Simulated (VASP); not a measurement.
Input of a VASP 6.6.1 run:

The input POSCAR:

```
LiH
1.0
    0.0000000000      2.0503283333      2.0098625060
    2.0503283333      0.0000000000      2.0098625060
    2.0503283333      2.0503283333      0.0000000000
Li H
1 1
Direct
    0.0000000000      0.0000000000      0.0000000000
    0.5000000000      0.5000000000      0.5000000000
```

Contents of INCAR.step1:

```
SYSTEM = LiH
  PREC = Accurate
  ENCUT = 520
  ISMEAR = 0
  SIGMA = 0.05
  LREAL = .False.
  LASPH = .True.
  NELM = 80
  NBANDS = 9
  GGA = PE
  ALGO = Normal
  EDIFF = 1E-4
  LWAVE = .True.
  LCHARG = .False.
```

The input INCAR.step2:

```
SYSTEM = LiH
  PREC = Accurate
  ENCUT = 520
  EDIFF = 1E-6
  ISMEAR = 0
  SIGMA = 0.05
  LREAL = .False.
  LASPH = .True.
  NELM = 80
  ALGO = Normal
  ISIF = 2
  LWAVE = .False.
  LCHARG = .True.
  METAGGA = R2SCAN
  LMIXTAU = .True.
  LELF = .True.
  LVHAR = .True.
  NBANDS = 9
  ISTART = 1
```

KPOINTS

```
regular mesh
0
Gamma
  8 8 8
  0 0 0
```

Potentials or basis: VASP PAW PBE potentials, release 64 (Li_sv, H).

The run is started by

```console
$ cat potpaw_PBE.64/Li_sv/POTCAR potpaw_PBE.64/H/POTCAR > POTCAR
$ cp INCAR.step1 INCAR
$ mpirun -np 1 vasp_std > vasp.out
$ cp INCAR.step2 INCAR
$ mpirun -np 1 vasp_std > vasp.out
```

Q: What does it give for the band gap on the k mesh?

A: 3.42 eV, indirect (least direct gap 3.57 eV).

Caveat: the PAW data sets were made with another functional, which shifts forces and pressure a little. r2SCAN opens gaps a little over a GGA but as a rule still falls short of measured ones.
